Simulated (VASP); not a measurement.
Wanted: the native input for a VASP 6.6.1 run.

```yaml
Task: single point
Functional: LDA
Potentials_or_basis: VASP PAW LDA potentials, release 64 (Sn_d, Pt)
Cutoff: 520 eV
k_mesh: 12 × 12 × 12
Occupations: fermi-dirac, width 0.15 eV
Spin: no spin polarisation
Dipole_correction: no
Further_INCAR_settings: ALGO = Fast; EDIFF = 1e-06; NBANDS = 26
```

The structure of Sn2Pt lies in POSCAR:

```
Sn2Pt
1.0
    0.0000000000      3.2040801380      3.2040801380
    3.2040801380      0.0000000000      3.2040801380
    3.2040801380      3.2040801380      0.0000000000
Sn Pt
2 1
Direct
    0.2500000000      0.2500000000      0.2500000000
    0.7500000000      0.7500000000      0.7500000000
    0.0000000000      0.0000000000      0.0000000000
```

One way to write it, as run:

INCAR

```
SYSTEM = Sn2Pt
PREC = Accurate
ENCUT = 520
EDIFF = 1E-6
ISMEAR = -1
SIGMA = 0.15
LREAL = .FALSE.
LASPH = .TRUE.
NELM = 80
ALGO = Fast
ISIF = 2
LWAVE = .FALSE.
LCHARG = .FALSE.
NBANDS = 26
```

KPOINTS

```
Automatic mesh
0
G
  12 12 12
  0 0 0
```

Potentials or basis: VASP PAW LDA potentials, release 64 (Sn_d, Pt).

Command:

```console
$ cat potpaw_LDA.64/Sn_d/POTCAR potpaw_LDA.64/Pt/POTCAR > POTCAR
$ mpirun -np 1 vasp_std > vasp.out
```

Results of the run:

```
Pressure               : 0.2 GPa
Band gap on the k mesh : zero (band 19 reaches 11.91 eV, above the bottom of band 20 at 8.40 eV)
```

Caveat: spin-orbit coupling is left out, which moves the levels of the heavy elements.

It took 2 min on 1 thread of Intel(R) Xeon(R) Platinum 8124M CPU @ 3.00GHz (Skylake/Cascade Lake), on a shared host, peak memory 0.26 GiB.
